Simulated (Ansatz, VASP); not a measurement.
# Two plane-wave programs on Hf4C

```
Hf C
1.0
    -3.07066    3.07066    2.67696
     3.07066   -3.07066    2.67696
     3.07066    3.07066   -2.67696
Hf C
4 1
Direct
  0.32572 0.15767 0.48339
  0.15767 0.67428 0.83195
  0.67428 0.84233 0.51661
  0.84233 0.32572 0.16805
  0.00000 0.00000 0.00000
```

Change from the starting cell: species swapped into the HoAu4 type (I4/m, No. 87).

Alike in both runs: functional PBE; k mesh 10 × 10 × 10; occupations gaussian, width 0.1 eV; no spin polarisation.

Ansatz relaxed the structure, and its values are those at the end. VASP's run is a single point on that final structure, the one shown.

```csv
,VASP,Ansatz
version,VASP 6.6.1,Ansatz 0.2.0
potentials or method,"VASP PAW PBE potentials, release 64 (Hf_pv, C), cutoff 520 eV","scalar-relativistic, plane waves, PAW"
valence electrons in the cell,44,108
```

|  | VASP | Ansatz | Ansatz less VASP |
| --- | --- | --- | --- |
| gap on the k mesh at the Fermi level (eV) | none | none | - |
| pressure (GPa) | -0.4 | 0.0 | +0.42 |
| rms of the force components (eV/Å) | 0.016 | 0.001 | -0.0156 |

A gap of «none» marks a metal or a gap that the smearing closes. VASP's potentials hold 44 valence electrons a cell and Ansatz's 108, so a difference there can come from the potentials and not from the codes.

Spin-orbit coupling is off throughout.
